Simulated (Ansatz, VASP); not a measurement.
## Two plane-wave programs on As3Se

```
CELL_PARAMETERS angstrom
3.17148 0.00000 0.00000
-1.58574 2.74658 0.00000
0.00000 0.00000 9.05308
ATOMIC_POSITIONS crystal
As 0.00000 0.00000 0.50000
As 0.33333 0.66667 0.24184
As 0.33333 0.66667 0.75816
Se 0.00000 0.00000 0.00000
```

Change from the starting cell: species swapped into the InAg3 type (P-6m2, No. 187).

Alike in both runs: functional PBE; k mesh 7 × 7 × 2; occupations gaussian, width 0.2 eV; no spin polarisation.

Ansatz relaxed the structure, and its values are those at the end. VASP's run is a single point on that final structure, the one shown.

```csv
,VASP,Ansatz
version,VASP 6.6.1,Ansatz 0.2.0
potentials or method,"VASP PAW PBE potentials, release 64 (As, Se), cutoff 500 eV","scalar-relativistic, plane waves, PAW"
valence electrons in the cell,21,61
```

|  | VASP | Ansatz | Ansatz less VASP |
| --- | --- | --- | --- |
| gap on the k mesh at the Fermi level (eV) | none | none | - |
| pressure (GPa) | -0.1 | -0.1 | -0.03 |

A gap of «none» marks a metal or a gap that the smearing closes. With one functional, cell and mesh, what is left measures potentials, basis and numerics. VASP's potentials hold 21 valence electrons a cell and Ansatz's 61, so a difference there can come from the potentials and not from the codes.
